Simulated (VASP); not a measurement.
# GaAs (I-4m2) in VASP: a series of runs

The runs below take GaAs through single point, with PBE.

Program: VASP 6.6.1. These are calculated values, not measurements. Logs are shortened: lines on timing, memory, paths and dates and some standing lists are left out, and cuts for length are marked.

**1. The cell of the first run**

Symmetry: I-4m2, No. 119, tetragonal system. The conventional cell has a = 4.007 Å, b = 4.007 Å, c = 5.836 Å, α = 90.00°, β = 90.00°, γ = 90.00°. Ga (site symmetry -4m2) has 4 As at 2.48 Å within 3.3 Å. Within 3.3 Å of As (site symmetry -4m2) lie 4 Ga at 2.48 Å.

**2. Single point, PBE (uniaxial z strain +3.0%)**

File INCAR:

```
PREC     = Accurate       # precision mode
ENCUT    = 520            # plane-wave cutoff, eV
EDIFF    = 1E-7           # SCF threshold, eV
ISMEAR   = -1             # smearing method
SIGMA    = 0.02           # smearing width, eV
LREAL    = False          # projectors in reciprocal space
LASPH    = True           # aspherical terms in the spheres
NELM     = 80             # most SCF steps
ALGO     = Normal         # electronic algorithm
ISIF     = 2              # what is computed and relaxed
LWAVE    = False          # write WAVECAR
LCHARG   = False          # write CHGCAR
GGA      = PE             # functional
NBANDS   = 16             # bands
```

File KPOINTS:

```
regular mesh
0
Gamma
  8 8 8
```

File POSCAR:

```
GaAs
1.0
    0.0000000000      2.8330850955      2.9180776483
    2.8330850955      0.0000000000      2.9180776483
    2.8330850955      2.8330850955      0.0000000000
Ga As
1 1
Direct
    0.0000000000      0.0000000000      0.0000000000
    0.2500000000      0.2500000000      0.2500000000
```

Potentials or basis: VASP PAW PBE potentials, release 64 (Ga_d, As).

Started as:

```
$ cat potpaw_PBE.64/Ga_d/POTCAR potpaw_PBE.64/As/POTCAR > POTCAR
$ mpirun -np 1 vasp_std > vasp.out
```

OUTCAR:

```text
PREC = Accurate
   ENCUT = 520
   EDIFF = 1E-7
   ISMEAR = -1
   LREAL = False
   LASPH = True
   NELM = 80
   ISIF = 2
   GGA = PE

 ion  position               nearest neighbor table
   1  0.000  0.000  0.000-   2 2.48   2 2.48   2 2.48   2 2.48
   2  0.250  0.250  0.250-   1 2.48   1 2.48   1 2.48   1 2.48

  LATTYP: Found a body centered tetragonal cell.
 ALAT       =     4.0065873654
 C/A-ratio  =     1.4566399692

  Lattice vectors:

 A1 = (  -2.8330850955,   0.0000000000,   2.9180776483)
 A2 = (   2.8330850955,   0.0000000000,   2.9180776483)
 A3 = (   0.0000000000,   2.8330850955,  -2.9180776483)

Analysis of symmetry for initial positions (statically):
=====================================================================
 Subroutine PRICEL returns:
 Original cell was already a primitive cell.

 Routine SETGRP: Setting up the symmetry group for a
 body centered tetragonal supercell.

 Subroutine GETGRP returns: Found  8 space group operations
 (whereof  8 operations were pure point group operations)
 out of a pool of 16 trial point group operations.

The static configuration has the point symmetry D_2d.

Analysis of symmetry for dynamics (positions and initial velocities):
=====================================================================
 Subroutine PRICEL returns:
 Original cell was already a primitive cell.

 Routine SETGRP: Setting up the symmetry group for a
 body centered tetragonal supercell.

 Subroutine GETGRP returns: Found  8 space group operations
 (whereof  8 operations were pure point group operations)
 out of a pool of 16 trial point group operations.

The dynamic configuration has the point symmetry D_2d.

 Subroutine INISYM returns: Found  8 space group operations
 (whereof  8 operations are pure point group operations),
 and found     1 'primitive' translations

----------------------------------------------------------------------------------------

                                     Primitive cell

  volume of cell :      46.8431

  direct lattice vectors                    reciprocal lattice vectors
     0.000000000  2.833085095  2.918077648    -0.176486051  0.176486051  0.171345680
     2.833085095  0.000000000  2.918077648     0.176486051 -0.176486051  0.171345680
     2.833085095  2.833085095  0.000000000     0.176486051  0.176486051 -0.171345680

  length of vectors
     4.067130231  4.067130231  4.006587365     0.302744107  0.302744107  0.302744107

  position of ions in fractional coordinates (direct lattice)
     0.000000000  0.000000000  0.000000000
     0.250000000  0.250000000  0.250000000

  ion indices of the primitive-cell ions
   primitive index   ion index
                 1           1
                 2           2

----------------------------------------------------------------------------------------

 KPOINTS: regular mesh

Automatic generation of k-mesh.
 Grid dimensions read from file:
 generate k-points for:    8    8    8

 Generating k-lattice:

  Cartesian coordinates                     Fractional coordinates (reciprocal lattice)
    -0.022060756  0.022060756  0.021418210     0.125000000 -0.000000000  0.000000000
     0.022060756 -0.022060756  0.021418210    -0.000000000  0.125000000  0.000000000
     0.022060756  0.022060756 -0.021418210     0.000000000  0.000000000  0.125000000

  Length of vectors
     0.037843013  0.037843013  0.037843013

  Shift w.r.t. Gamma in fractional coordinates (k-lattice)
     0.000000000  0.000000000  0.000000000

 Subroutine IBZKPT returns following result:
 ===========================================

 Found     59 irreducible k-points:

 Following reciprocal coordinates:
            Coordinates               Weight
  0.000000  0.000000  0.000000      1.000000
  0.125000 -0.000000  0.000000      8.000000
  0.250000 -0.000000  0.000000      8.000000
  0.375000  0.000000  0.000000      8.000000
  0.500000 -0.000000  0.000000      4.000000
  0.125000  0.125000  0.000000      2.000000
[... 16 lines left out ...]
  0.250000  0.000000  0.125000     16.000000
  0.375000  0.000000  0.125000     16.000000
 [... further k-points ...]
   k-points           NKPTS =     59   k-points in BZ     NKDIM =     59   number of bands    NBANDS=     16
   number of dos      NEDOS =    301   number of ions     NIONS =      2
   total plane-waves  NPLWV =  27000
   dimension x,y,z NGX =    30 NGY =   30 NGZ =   30
   dimension x,y,z NGXF=    60 NGYF=   60 NGZF=   60
   ions per type =               1   1
   NGX,Y,Z   is equivalent  to a cutoff of  12.26, 12.26, 12.45 a.u.
   NGXF,Y,Z  is equivalent  to a cutoff of  24.53, 24.53, 24.90 a.u.
 SYSTEM =  unknown system
   PREC   = accura    normal or accurate (medium, high low for compatibility)
   ISTART =      0    job   : 0-new  1-cont  2-samecut
   ICHARG =      2    charge: 1-file 2-atom 10-const
   ISPIN  =      1    spin polarized calculation?
   LNONCOLLINEAR =      F non collinear calculations
   LSORBIT =      F    spin-orbit coupling
   LASPH  =      T    aspherical Exc in radial PAW
   ENCUT  =  520.0 eV  38.22 Ry    6.18 a.u.   7.56  7.56  7.45*2*pi/ulx,y,z
   NELM   =     80;   NELMIN=  2; NELMDL= -5     # of ELM steps
   EDIFF  = 0.1E-06   stopping-criterion for ELM
   LREAL  =      F    real-space projection
   EDIFFG = 0.1E-05   stopping-criterion for IOM
   NSW    =      0    number of steps for IOM
   IBRION =     -1    ionic relax: 0-MD 1-quasi-New 2-CG
   NFREE  =      0    steps in history (QN), initial steepest desc. (CG)
   ISIF   =      2    stress and relaxation
   ISYM   =      2    0-nonsym 1-usesym 2-fastsym
   POTIM  = 0.5000    time-step for ionic-motion
   TEBEG  =    0.0;   TEEND  =   0.0 temperature during run
   PSTRESS=    0.0 pullay stress
   NELECT =      18.0000    total number of electrons
   NUPDOWN=      -1.0000    fix difference up-down
   EMIN   =  10.00;   EMAX   =-10.00  energy-range for DOS
   EFERMI =   0.00;   METHOD = LEGACY
   ISMEAR =    -1;   SIGMA  =   0.02  broadening in eV -4-tet -1-fermi 0-gaus
   EFERMI_NEDOS =   21; number of points for ismear=-14 and -15
   IALGO  =     38    algorithm
   IMIX   =      4    mixing-type and parameters
     AMIX     =   0.40;   BMIX     =  1.00
     AMIX_MAG =   1.60;   BMIX_MAG =  1.00
  volume/ion in A,a.u.               =      23.42       158.06
  Fermi-wavevector in a.u.,A,eV,Ry     =   1.190192  2.249136 19.273423  1.416557
  Thomas-Fermi vector in A             =   2.326282
   LORBIT       =      0    0 simple, 1 ext, 2 COOP (PROOUT), +10 PAW based schemes
   GGA     = PE    functional components
   LHFCALC =     F    Hartree Fock is set to
   AEXX    =    0.0000 exact exchange contribution
   IVDW    =     0    specifies the selected vdW correction
   LEPSILON=     F    determine dielectric tensor
   LRPA    =     F    only Hartree local field effects (RPA)
 non-spin polarized calculation
  energy-cutoff  :      520.00
  volume of cell :       46.84
 maximum number of plane-waves:      1277
   NGX = 15   NGY = 15   NGZ = 15

 number of electron      17.9999988 magnetization

 Free energy of the ion-electron system (eV)
  ---------------------------------------------------
  ext. energy  EPLUGINS =         0.00000000
  ---------------------------------------------------
  free energy    TOTEN  =        -8.26422565 eV

  energy without entropy =       -8.26421397  energy(sigma->0) =       -8.26421981

 E-fermi :   3.7577     XC(G=0):  -9.4263

 val. band max:        3.6573962026   @ k =   0.0000   0.0000   0.0000
 cond. band min:       3.8440136747   @ k =   0.0000   0.0000   0.0000
 fundamental gap:      0.1866174721
 Fermi energy:         3.7577049856

 k-point     1 :       0.0000    0.0000    0.0000
  band No.  band energies     occupation
      1     -11.1538      2.00000
      2     -11.1463      2.00000
      3     -11.1463      2.00000
      4     -11.0810      2.00000
      5     -11.0760      2.00000
      6      -8.8699      2.00000
[... 8 lines left out ...]
     15      13.3319      0.00000
     16      13.9140      0.00000

 k-point     2 :       0.1250   -0.0000    0.0000
  band No.  band energies     occupation
      1     -11.1608      2.00000
      2     -11.1474      2.00000
      3     -11.1433      2.00000
      4     -11.0813      2.00000
      5     -11.0759      2.00000
      6      -8.6970      2.00000
[... 8 lines left out ...]
     15      12.6029      0.00000
     16      13.0136      0.00000

 k-point     3 :       0.2500   -0.0000    0.0000
  band No.  band energies     occupation
      1     -11.1851      2.00000
      2     -11.1412      2.00000
      3     -11.1366      2.00000
      4     -11.0813      2.00000
      5     -11.0749      2.00000
      6      -8.2148      2.00000
[... 8 lines left out ...]
     15      12.6501      0.00000
     16      12.6637      0.00000

 k-point     4 :       0.3750    0.0000    0.0000
  band No.  band energies     occupation
      1     -11.2079      2.00000
      2     -11.1357      2.00000
      3     -11.1313      2.00000
      4     -11.0799      2.00000
      5     -11.0726      2.00000
      6      -7.5740      2.00000
[... 8 lines left out ...]
     15      13.6338      0.00000
     16      13.7719      0.00000
[... 324 lines left out ...]
 k-point    22 :       0.1250    0.0000    0.1250
  band No.  band energies     occupation
      1     -11.1646      2.00000
      2     -11.1472      2.00000
      3     -11.1406      2.00000
      4     -11.0832      2.00000
      5     -11.0747      2.00000
      6      -8.6355      2.00000
[... 8 lines left out ...]
     15      12.3976      0.00000
     16      13.7027      0.00000

 k-point    23 :       0.2500    0.0000    0.1250
  band No.  band energies     occupation
      1     -11.1855      2.00000
      2     -11.1398      2.00000
      3     -11.1345      2.00000
      4     -11.0853      2.00000
      5     -11.0731      2.00000
      6      -8.2511      2.00000
[... 8 lines left out ...]
     15      13.4547      0.00000
     16      13.7280      0.00000

 k-point    24 :       0.3750    0.0000    0.1250
  band No.  band energies     occupation
      1     -11.2071      2.00000
      2     -11.1334      2.00000
      3     -11.1293      2.00000
      4     -11.0848      2.00000
      5     -11.0714      2.00000
      6      -7.6453      2.00000
[... 8 lines left out ...]
     15      13.6611      0.00000
     16      14.5272      0.00000

 [... further k-points ...]

------------------------ aborting loop because EDIFF is reached ----------------------------------------

  FORCE on cell =-STRESS in cart. coord.  units (eV):
  Direction    XX          YY          ZZ          XY          YZ          ZX
  --------------------------------------------------------------------------------------
  -------------------------------------------------------------------------------------
  Total        0.4396817      0.4396817     -0.0921606      0.0000000      0.0000000      0.0000000
  in kB       15.0384429     15.0384429     -3.1521722      0.0000000      0.0000000      0.0000000
  external PRESSURE =       8.9749046 kB  Pullay stress =       0.0000000 kB

 VOLUME and BASIS-vectors are now :
 -----------------------------------------------------------------------------
  energy-cutoff  :      520.00
  volume of cell :       46.84
      direct lattice vectors                 reciprocal lattice vectors
     0.000000000  2.833085095  2.918077648    -0.176486051  0.176486051  0.171345680
     2.833085095  0.000000000  2.918077648     0.176486051 -0.176486051  0.171345680
     2.833085095  2.833085095  0.000000000     0.176486051  0.176486051 -0.171345680

 POSITION                                       TOTAL-FORCE (eV/Angst)
 -----------------------------------------------------------------------------------
      0.00000      0.00000      0.00000         0.000000      0.000000     -0.000000
      1.41654      1.41654      1.45904        -0.000000     -0.000000      0.000000
 -----------------------------------------------------------------------------------
    total drift:                                0.000002      0.000002      0.000001

  FREE ENERGIE OF THE ION-ELECTRON SYSTEM (eV)
  ---------------------------------------------------
  free  energy   TOTEN  =        -8.2642256513 eV

  energy  without entropy=       -8.2642139676  energy(sigma->0) =       -8.26421981
```

It took 32 s on 1 thread of Intel Xeon Platinum 8559C (Emerald Rapids), shared host; peak memory 0.2 GiB.

Results:

```yaml
Free_energy: -8.2642 eV
Pressure: 0.9 GPa
Band_gap_on_the_k_mesh: 0.19 eV, direct
```

Levels at points of the mesh, in eV from the valence-band top:
```csv
k point,band 7,band 8,band 9,band 10,band 11,band 12
"(0.00, 0.00, 0.00)",-0.17,0.00,0.00,0.19,3.64,3.64
"(0.50, 0.00, 0.00)",-6.50,-1.26,-1.03,0.83,4.48,4.66
"(0.50, 0.50, 0.00)",-6.82,-2.48,-2.48,1.59,1.79,9.81
"(0.50, 0.00, 0.50)",-6.65,-2.68,-2.66,1.42,1.52,9.70
```

Caveat: the cell differs from its parent crystal (uniaxial z strain +3.0%).

**3. Single point, PBE (uniaxial z strain +4.0%)**

File INCAR:

```
SYSTEM = GaAs
PREC = Accurate
ENCUT = 520
EDIFF = 1E-7
ISMEAR = -1
SIGMA = 0.02
LREAL = .False.
LASPH = .True.
NELM = 100
ALGO = Normal
ISIF = 2
LWAVE = .False.
LCHARG = .False.
GGA = PE
NBANDS = 16
```

File KPOINTS:

```
Automatic mesh
0
Gamma
  8 8 8
  0 0 0
```

File POSCAR:

```
GaAs
1.0
    0.0000000000      2.8330850955      2.9464084993
    2.8330850955      0.0000000000      2.9464084993
    2.8330850955      2.8330850955      0.0000000000
Ga As
1 1
Direct
    0.0000000000      0.0000000000      0.0000000000
    0.2500000000      0.2500000000      0.2500000000
```

Potentials or basis: VASP PAW PBE potentials, release 64 (Ga_d, As).

Started as:

```
$ cat potpaw_PBE.64/Ga_d/POTCAR potpaw_PBE.64/As/POTCAR > POTCAR
$ mpirun -np 1 vasp_std > vasp.out
```

Run time: 21 s. Hardware: 1 thread of Intel Xeon 6975P-C (Granite Rapids), shared host; peak memory 0.18 GiB.

Results (log left out):

```
Free energy            : -8.2619 eV
Pressure               : 0.3 GPa
Band gap on the k mesh : 0.09 eV, direct
```

Stress tensor (GPa, compression positive):
```
 1.10  0.00  0.00
 0.00  1.10  0.00
 0.00  0.00 -1.34
```

Levels at points of the mesh, in eV from the valence-band top:
```
           k point  band 6  band 7  band 8  band 9  band 10  band 11  band 12  band 13
(0.00, 0.00, 0.00)  -12.48   -0.23    0.00    0.00     0.09     3.61     3.61     3.72
(0.50, 0.00, 0.00)  -10.85   -6.47   -1.30   -0.99     0.78     4.44     4.67     7.64
(0.50, 0.50, 0.00)  -10.26   -6.83   -2.43   -2.43     1.63     1.84     9.71     9.71
(0.50, 0.00, 0.50)  -10.13   -6.61   -2.69   -2.66     1.40     1.48     9.55     9.77
```

Caveat: the cell differs from its parent crystal (uniaxial z strain +4.0%).
